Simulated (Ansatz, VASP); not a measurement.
# Two plane-wave programs on Au

POSCAR

```
Au
1.0
   -1.6461460541      1.6461460541      1.6461460541
    1.6461460541     -1.6461460541      1.6461460541
    1.6461460541      1.6461460541     -1.6461460541
Au
1
Direct
    0.0000000000      0.0000000000      0.0000000000
```

The input INCAR.step1:

```
SYSTEM = Au
PREC = Accurate
ENCUT = 520
ISMEAR = -1
SIGMA = 0.05
LREAL = .False.
LASPH = .True.
NELM = 60
NBANDS = 12
GGA = PE
ALGO = Normal
EDIFF = 1E-4
LWAVE = .True.
LCHARG = .False.
```

File INCAR.step2:

```
SYSTEM = Au
PREC = Accurate
ENCUT = 520
EDIFF = 1E-7
ISMEAR = -1
SIGMA = 0.05
LREAL = .False.
LASPH = .True.
NELM = 60
ALGO = Normal
ISIF = 2
LWAVE = .False.
LCHARG = .False.
METAGGA = R2SCAN
LMIXTAU = .True.
NBANDS = 12
ISTART = 1
```

KPOINTS

```
regular mesh
0
Gamma
  11 11 11
  0 0 0
```

The input input.yaml:

```yaml
crystal:
  lattice:
    - [-1.6461460541, 1.6461460541, 1.6461460541]
    - [1.6461460541, -1.6461460541, 1.6461460541]
    - [1.6461460541, 1.6461460541, -1.6461460541]
  atoms:
    - { symbol: Au, position: [0.0, 0.0, 0.0] }
hamiltonian:
  xc: r2scan
  pseudopotentials: { kind: paw }
kpoints:
  mp_grid: { grid: [11, 11, 11] }
scf:
  occupations: { method: fermi_dirac, width: 0.05 }
output:
  forces: true
  stress: true
  eigenvalues: true
```

Alike in both runs: task single point; functional r2SCAN; k mesh 11 × 11 × 11; occupations fermi-dirac, width 0.05 eV; no spin polarisation.

```csv
,VASP,Ansatz
version,VASP 6.6.1,Ansatz 0.2.0
potentials or method,"VASP PAW PBE potentials, release 64 (Au)",Ansatz PAW
plane-wave cutoff (eV),520,500
valence electrons in the cell,11,19
```

Ansatz gave:

| Property | Result |
| --- | --- |
| gap on the k mesh at the Fermi level (eV) | none |
| pressure (GPa) | -1.5 |

Problem. Estimate VASP's values.

Solution. gap on the k mesh at the Fermi level (eV): none; pressure (GPa): -1.2.

VASP's potentials were made for PBE, not for r2SCAN. A gap of «none» marks a metal or a gap that the smearing closes. VASP's potentials hold 11 valence electrons a cell and Ansatz's 19, so a difference there can come from the potentials and not from the codes.

Neither program's run includes spin-orbit coupling.
